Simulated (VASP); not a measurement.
Runs of VASP 6.6.1 on C. The structure is orthorhombic, space group Fmmm (No. 69). The conventional cell has a = 2.456 Å, b = 4.254 Å, c = 6.696 Å, α = 90.00°, β = 90.00°, γ = 90.00°. C (site symmetry m2m) has 3 C at 1.42 Å within 1.9 Å. 

```tsv
k mesh	smearing	gap on the mesh (eV)	pressure (GPa)	largest force (eV/Å)
6 × 6 × 6	methfessel-paxton 0.15 eV	0.23	-3.0	0.02
7 × 7 × 7	methfessel-paxton 0.15 eV	(c)	-3.1	0.01
10 × 10 × 10	methfessel-paxton 0.132 eV	(b)	-3.0	0.01
4 × 4 × 4	methfessel-paxton 0.15 eV	(a)	-3.5	0.02
8 × 8 × 8	methfessel-paxton 0.15 eV	0.99	-3.0	0.05
```

Alike in all rows: task single point; level LDA; potentials or basis VASP PAW LDA potentials, release 64 (C); no spin polarisation; cell as given; cutoff (eV) 520.

Fill in the values left out.

(a) 2.42; (b) 0.87; (c) 1.73.

Caveats: some runs use coarse meshes.

A k mesh can miss the band edges.
